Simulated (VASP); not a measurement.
# Pt (Fm-3m) in VASP: notebook

Runs on Pt. Level: r2SCAN. Tasks: single point.

All numbers are computed with VASP 6.6.1; they aren't measurements. Logs are shortened: lines on timing, memory, paths and dates and some standing lists are left out, and cuts for length are marked.

### Step 1. The cell of the first run

The structure is cubic, space group Fm-3m (No. 225). Conventional cell: a = 3.943 Å, b = 3.943 Å, c = 3.943 Å, α = 90.00°, β = 90.00°, γ = 90.00°. Pt (site symmetry m-3m) has 12 Pt at 2.79 Å within 3.7 Å.

### Step 2. Single point, r2SCAN

POSCAR

```
Pt
1.0
    0.0000000000      1.9715751800      1.9715751800
    1.9715751800      0.0000000000      1.9715751800
    1.9715751800      1.9715751800      0.0000000000
Pt
1
Direct
    0.0000000000      0.0000000000      0.0000000000
```

INCAR.step1

```
SYSTEM = Pt
ALGO = Normal
EDIFF = 1E-4
ENCUT = 520
GGA = PE
ISMEAR = 0
LASPH = .TRUE.
LCHARG = .FALSE.
LREAL = .FALSE.
LWAVE = .TRUE.
NBANDS = 11
NELM = 60
PREC = Accurate
SIGMA = 0.1
```

INCAR.step2

```
SYSTEM = Pt
ALGO = Normal
EDIFF = 1E-7
ENCUT = 520
ISIF = 2
ISMEAR = 0
ISTART = 1
LASPH = .TRUE.
LCHARG = .FALSE.
LMIXTAU = .TRUE.
LREAL = .FALSE.
LWAVE = .FALSE.
METAGGA = R2SCAN
NBANDS = 11
NELM = 60
PREC = Accurate
SIGMA = 0.1
```

KPOINTS

```
k-points
0
G
  8 8 8
  0 0 0
```

Potentials or basis: VASP PAW PBE potentials, release 64 (Pt).

On the command line:

```
$ cat potpaw_PBE.64/Pt/POTCAR > POTCAR
$ cp INCAR.step1 INCAR
$ mpirun -np 1 vasp_std > vasp.out
$ cp INCAR.step2 INCAR
$ mpirun -np 1 vasp_std > vasp.out
```

OUTCAR:

```text
SYSTEM = Pt
   EDIFF = 1E-7
   ENCUT = 520
   ISIF = 2
   ISMEAR = 0
   ISTART = 1
   LASPH = .TRUE.
   LREAL = .FALSE.
   METAGGA = R2SCAN
   NELM = 60
   PREC = Accurate

 ion  position               nearest neighbor table
   1  0.000  0.000  0.000-

  LATTYP: Found a face centered cubic cell.
 ALAT       =     3.9431503600

  Lattice vectors:

 A1 = (   0.0000000000,   1.9715751800,   1.9715751800)
 A2 = (   1.9715751800,   0.0000000000,   1.9715751800)
 A3 = (   1.9715751800,   1.9715751800,   0.0000000000)

Analysis of symmetry for initial positions (statically):
=====================================================================
 Subroutine PRICEL returns:
 Original cell was already a primitive cell.

 Routine SETGRP: Setting up the symmetry group for a
 face centered cubic supercell.

 Subroutine GETGRP returns: Found 48 space group operations
 (whereof 48 operations were pure point group operations)
 out of a pool of 48 trial point group operations.

The static configuration has the point symmetry O_h .

Analysis of symmetry for dynamics (positions and initial velocities):
=====================================================================
 Subroutine PRICEL returns:
 Original cell was already a primitive cell.

 Routine SETGRP: Setting up the symmetry group for a
 face centered cubic supercell.

 Subroutine GETGRP returns: Found 48 space group operations
 (whereof 48 operations were pure point group operations)
 out of a pool of 48 trial point group operations.

The dynamic configuration has the point symmetry O_h .

 Subroutine INISYM returns: Found 48 space group operations
 (whereof 48 operations are pure point group operations),
 and found     1 'primitive' translations

----------------------------------------------------------------------------------------

                                     Primitive cell

  volume of cell :      15.3275

  direct lattice vectors                    reciprocal lattice vectors
     0.000000000  1.971575180  1.971575180    -0.253604329  0.253604329  0.253604329
     1.971575180  0.000000000  1.971575180     0.253604329 -0.253604329  0.253604329
     1.971575180  1.971575180  0.000000000     0.253604329  0.253604329 -0.253604329

  length of vectors
     2.788228359  2.788228359  2.788228359     0.439255582  0.439255582  0.439255582

  position of ions in fractional coordinates (direct lattice)
     0.000000000  0.000000000  0.000000000

  ion indices of the primitive-cell ions
   primitive index   ion index
                 1           1

----------------------------------------------------------------------------------------

 KPOINTS: k-points

Automatic generation of k-mesh.
 Grid dimensions read from file:
 generate k-points for:    8    8    8

 Generating k-lattice:

  Cartesian coordinates                     Fractional coordinates (reciprocal lattice)
    -0.031700541  0.031700541  0.031700541     0.125000000  0.000000000  0.000000000
     0.031700541 -0.031700541  0.031700541     0.000000000  0.125000000  0.000000000
     0.031700541  0.031700541 -0.031700541     0.000000000  0.000000000  0.125000000

  Length of vectors
     0.054906948  0.054906948  0.054906948

  Shift w.r.t. Gamma in fractional coordinates (k-lattice)
     0.000000000  0.000000000  0.000000000

 Subroutine IBZKPT returns following result:
 ===========================================

 Found     29 irreducible k-points:

 Following reciprocal coordinates:
            Coordinates               Weight
  0.000000  0.000000  0.000000      1.000000
  0.125000  0.000000  0.000000      8.000000
  0.250000  0.000000  0.000000      8.000000
  0.375000  0.000000  0.000000      8.000000
  0.500000  0.000000  0.000000      4.000000
  0.125000  0.125000  0.000000      6.000000
[... 16 lines left out ...]
  0.500000  0.250000  0.125000     48.000000
 -0.375000  0.250000  0.125000     24.000000
 [... further k-points ...]
   k-points           NKPTS =     29   k-points in BZ     NKDIM =     29   number of bands    NBANDS=     11
   number of dos      NEDOS =    301   number of ions     NIONS =      1
   total plane-waves  NPLWV =  13824
   dimension x,y,z NGX =    24 NGY =   24 NGZ =   24
   dimension x,y,z NGXF=    48 NGYF=   48 NGZF=   48
   ions per type =               1
   NGX,Y,Z   is equivalent  to a cutoff of  14.31, 14.31, 14.31 a.u.
   NGXF,Y,Z  is equivalent  to a cutoff of  28.62, 28.62, 28.62 a.u.
 SYSTEM =  Pt
   PREC   = accura    normal or accurate (medium, high low for compatibility)
   ISTART =      1    job   : 0-new  1-cont  2-samecut
   ICHARG =      0    charge: 1-file 2-atom 10-const
   ISPIN  =      1    spin polarized calculation?
   LNONCOLLINEAR =      F non collinear calculations
   LSORBIT =      F    spin-orbit coupling
   LASPH  =      T    aspherical Exc in radial PAW
   ENCUT  =  520.0 eV  38.22 Ry    6.18 a.u.   5.18  5.18  5.18*2*pi/ulx,y,z
   NELM   =     60;   NELMIN=  2; NELMDL=  0     # of ELM steps
   EDIFF  = 0.1E-06   stopping-criterion for ELM
   LREAL  =      F    real-space projection
   EDIFFG = 0.1E-05   stopping-criterion for IOM
   NSW    =      0    number of steps for IOM
   IBRION =     -1    ionic relax: 0-MD 1-quasi-New 2-CG
   NFREE  =      0    steps in history (QN), initial steepest desc. (CG)
   ISIF   =      2    stress and relaxation
   ISYM   =      2    0-nonsym 1-usesym 2-fastsym
   POTIM  = 0.5000    time-step for ionic-motion
   TEBEG  =    0.0;   TEEND  =   0.0 temperature during run
   PSTRESS=    0.0 pullay stress
   NELECT =      10.0000    total number of electrons
   NUPDOWN=      -1.0000    fix difference up-down
   EMIN   =  10.00;   EMAX   =-10.00  energy-range for DOS
   EFERMI =   0.00;   METHOD = LEGACY
   ISMEAR =     0;   SIGMA  =   0.10  broadening in eV -4-tet -1-fermi 0-gaus
   EFERMI_NEDOS =   21; number of points for ismear=-14 and -15
   IALGO  =     38    algorithm
   IMIX   =      4    mixing-type and parameters
     AMIX     =   0.40;   BMIX     =  1.00
     AMIX_MAG =   1.60;   BMIX_MAG =  1.00
  volume/ion in A,a.u.               =      15.33       103.43
  Fermi-wavevector in a.u.,A,eV,Ry     =   1.419880  2.683183 27.430132  2.016058
  Thomas-Fermi vector in A             =   2.540854
   LORBIT       =      0    0 simple, 1 ext, 2 COOP (PROOUT), +10 PAW based schemes
   METAGGA = R2SCAN    functional components
   LHFCALC =     F    Hartree Fock is set to
   AEXX    =    0.0000 exact exchange contribution
   IVDW    =     0    specifies the selected vdW correction
   LEPSILON=     F    determine dielectric tensor
   LRPA    =     F    only Hartree local field effects (RPA)
 non-spin polarized calculation
 Gauss-broadening in eV      SIGMA  =   0.10
  energy-cutoff  :      520.00
  volume of cell :       15.33
 maximum number of plane-waves:       428
 NGX is ok and might be reduce to    24
   NGX = 11   NGY = 11   NGZ = 11

 number of electron      10.0000001 magnetization

 Free energy of the ion-electron system (eV)
  ---------------------------------------------------
  ext. energy  EPLUGINS =         0.00000000
  ---------------------------------------------------
  free energy    TOTEN  =       -51.48438133 eV

  energy without entropy =      -51.47566955  energy(sigma->0) =      -51.48002544

 E-fermi :  10.6237     XC(G=0): -14.5393

 val. band max:       10.6022303543   @ k =   0.5000   0.5000   0.0000
 cond. band min:      10.6261844474   @ k =  -0.2500   0.1250   0.0000
 fundamental gap:      0.0239540932
 Fermi energy:        10.6236798506

 k-point     1 :       0.0000    0.0000    0.0000
  band No.  band energies     occupation
      1       0.3864      2.00000
      2       6.8558      2.00000
      3       6.8558      2.00000
      4       6.8558      2.00000
      5       8.9587      2.00000
      6       8.9587      2.00000
      7      26.2370      0.00000
      8      31.3115      0.00000
      9      31.3115      0.00000
     10      31.3115      0.00000
     11      37.1422      0.00000

 k-point     2 :       0.1250    0.0000    0.0000
  band No.  band energies     occupation
      1       1.0127      2.00000
      2       6.6149      2.00000
      3       7.0773      2.00000
      4       7.0773      2.00000
      5       8.8625      2.00000
      6       8.8625      2.00000
      7      27.1171      0.00000
      8      28.8030      0.00000
      9      32.2442      0.00000
     10      32.2442      0.00000
     11      38.0498      0.00000

 k-point     3 :       0.2500    0.0000    0.0000
  band No.  band energies     occupation
      1       2.4728      2.00000
      2       6.5365      2.00000
      3       7.2179      2.00000
      4       7.2179      2.00000
      5       9.1668      2.00000
      6       9.1668      2.00000
      7      24.6786      0.00000
      8      27.9530      0.00000
      9      34.2397      0.00000
     10      34.2397      0.00000
     11      35.3397      0.00000

 k-point     4 :       0.3750    0.0000    0.0000
  band No.  band energies     occupation
      1       3.2473      2.00000
      2       6.9237      2.00000
      3       6.9237      2.00000
      4       8.3124      2.00000
      5      10.1468      2.00000
      6      10.1468      2.00000
      7      19.8420      0.00000
      8      26.5543      0.00000
      9      31.9620      0.00000
     10      31.9620      0.00000
     11      38.2785      0.00000

 k-point     5 :       0.5000    0.0000    0.0000
  band No.  band energies     occupation
      1       3.2814      2.00000
      2       6.7620      2.00000
      3       6.7620      2.00000
      4      10.4626      1.97732
      5      10.6850      0.38554
      6      10.6850      0.38553
      7      16.7095      0.00000
      8      25.8800      0.00000
      9      30.5411      0.00000
     10      30.5411      0.00000
     11      40.0425      0.00000
[... 211 lines left out ...]
 k-point    21 :       0.5000    0.5000    0.0000
  band No.  band energies     occupation
      1       3.5671      2.00000
      2       3.9874      2.00000
      3      10.6022      1.23837
      4      11.1675      0.00000
      5      11.1675      0.00000
      6      12.6744      0.00000
      7      19.8489      0.00000
      8      22.6685      0.00000
      9      22.6685      0.00000
     10      31.7835      0.00000
     11      34.7706      0.00000

 k-point    22 :       0.3750    0.2500    0.1250
  band No.  band energies     occupation
      1       3.7904      2.00000
      2       5.5264      2.00000
      3       6.8236      2.00000
      4       8.5390      2.00000
      5       8.5833      2.00000
      6      10.6757      0.46203
      7      24.8645      0.00000
      8      26.9951      0.00000
      9      29.5506      0.00000
     10      31.9077      0.00000
     11      35.8608      0.00000

 k-point    23 :       0.5000    0.2500    0.1250
  band No.  band energies     occupation
      1       4.5786      2.00000
      2       6.0491      2.00000
      3       6.3287      2.00000
      4       8.2090      2.00000
      5       9.9209      2.00000
      6      12.6809      0.00000
      7      20.3743      0.00000
      8      25.6472      0.00000
      9      27.7268      0.00000
     10      32.0734      0.00000
     11      36.0855      0.00000

 k-point    24 :      -0.3750    0.2500    0.1250
  band No.  band energies     occupation
      1       4.5827      2.00000
      2       5.8268      2.00000
      3       7.2421      2.00000
      4       7.9349      2.00000
      5      10.4683      1.97197
      6      15.3394      0.00000
      7      16.4221      0.00000
      8      25.9709      0.00000
      9      26.5192      0.00000
     10      30.7932      0.00000
     11      37.9384      0.00000

 [... further k-points ...]
[... 5 lines left out ...]
  --------------------------------------------------------------------------------------
  -------------------------------------------------------------------------------------
  Total       -0.0659430     -0.0659430     -0.0659430     -0.0000000     -0.0000000      0.0000000
  in kB       -6.8930148     -6.8930148     -6.8930148     -0.0000000     -0.0000000      0.0000000
  external PRESSURE =      -6.8930148 kB  Pullay stress =       0.0000000 kB

 VOLUME and BASIS-vectors are now :
 -----------------------------------------------------------------------------
  energy-cutoff  :      520.00
  volume of cell :       15.33
      direct lattice vectors                 reciprocal lattice vectors
     0.000000000  1.971575180  1.971575180    -0.253604329  0.253604329  0.253604329
     1.971575180  0.000000000  1.971575180     0.253604329 -0.253604329  0.253604329
     1.971575180  1.971575180  0.000000000     0.253604329  0.253604329 -0.253604329

 POSITION                                       TOTAL-FORCE (eV/Angst)
 -----------------------------------------------------------------------------------
      0.00000      0.00000      0.00000         0.000000      0.000000      0.000000
 -----------------------------------------------------------------------------------
    total drift:                               -0.000000      0.000000     -0.000000

  FREE ENERGIE OF THE ION-ELECTRON SYSTEM (eV)
  ---------------------------------------------------
  free  energy   TOTEN  =       -51.4843813289 eV

  energy  without entropy=      -51.4756695461  energy(sigma->0) =      -51.48002544
```

It took 34 s on 1 thread of Intel Xeon 8259CL, shared host; peak memory 0.15 GiB.

What came out:

| Property | Result |
| --- | --- |
| Free energy | -51.4844 eV |
| Pressure | -0.7 GPa |
| Band gap on the k mesh | zero (band 5 reaches 11.17 eV, above the bottom of band 6 at 8.86 eV) |

Caveat: the PAW data sets were made with another functional, which shifts forces and pressure a little; spin-orbit coupling is left out, which moves the levels of the heavy elements.

(Continued in part 2 of 2.)
